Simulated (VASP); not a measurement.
A run of VASP 6.6.1 is set up as follows.

The input INCAR:

```
  ALGO = Normal
  EDIFF = 1E-7
  ENCUT = 520
  GGA = PE
  ISIF = 2
  ISMEAR = 0
  LASPH = True
  LCHARG = False
  LREAL = False
  LWAVE = False
  NBANDS = 33
  NELM = 100
  PREC = Accurate
  SIGMA = 0.05
```

The input KPOINTS:

```
k-points
0
Gamma
  6 6 10
```

The input POSCAR:

```
TiO2
1.0
    4.6433998164      0.0000000000      0.0000000000
    0.0000000000      4.6433998164      0.0000000000
    0.0000000000      0.0000000000      2.9638636888
Ti O
2 4
Direct
    0.0000000000      0.0000000000      0.0156977583
    0.5000000000      0.5000000000      0.5156977583
    0.3050970583      0.3050970583     -0.0234828613
    0.1949029417      0.8050970583      0.4765171387
    0.6949029417      0.6949029417     -0.0234828613
    0.8050970583      0.1949029417      0.4765171387
```

Potentials or basis: VASP PAW PBE potentials, release 64 (Ti_sv, O).

Run with:

```console
$ cat potpaw_PBE.64/Ti_sv/POTCAR potpaw_PBE.64/O/POTCAR > POTCAR
$ mpirun -np 1 vasp_std > vasp.out
```

(1) What does it give for the band gap on the k mesh?

(2) Predict the pressure.

Answers

(1) 2.05 eV (least direct gap 2.22 eV).

(2) 2.5 GPa.

Caveat: the cell differs from its parent crystal (atoms displaced along a vibrational mode).
